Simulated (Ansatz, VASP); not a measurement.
MgO2 in VASP and in Ansatz

```xyz
3
Lattice="1.5646 0.9033 3.4066 -1.5646 0.9033 3.4066 0.0000 -1.8067 3.4066" Properties=species:S:1:pos:R:3 pbc="T T T"
Mg    0.0000    0.0000    0.0000
O     0.0000    0.0000    4.3821
O     0.0000    0.0000    5.8377
```

Change from the starting cell: strain -0.025 along x and y, -0.025 along z, atoms carried along.

Alike in both runs: task single point; functional PBEsol; k mesh 12 × 12 × 12; occupations gaussian, width 0.05 eV; no spin polarisation.

```csv
,VASP,Ansatz
version,VASP 6.6.1,Ansatz 0.2.0
potentials or method,"VASP PAW PBE potentials, release 64 (Mg, O), cutoff 520 eV","scalar-relativistic, plane waves, PAW"
valence electrons in the cell,14,22
```

|  | VASP | Ansatz | Ansatz less VASP |
| --- | --- | --- | --- |
| gap on the k mesh at the Fermi level (eV) | 2.68 | 2.71 | +0.031 |
| least direct gap on the mesh (eV) | 2.68 | 2.71 | +0.031 |
| pressure (GPa) | 5.9 | 5.9 | +0.03 |
| traceless stress, the component that is largest in VASP (GPa) | 3.57 | 2.26 | -1.314 |
| rms of the force components (eV/Å) | 0.135 | 0.033 | -0.1022 |

VASP's potentials were made for PBE, not for PBEsol. Atom by atom the forces differ by 0.102 eV/Å (rms over components). VASP's potentials hold 14 valence electrons a cell and Ansatz's 22, so a difference there can come from the potentials and not from the codes.
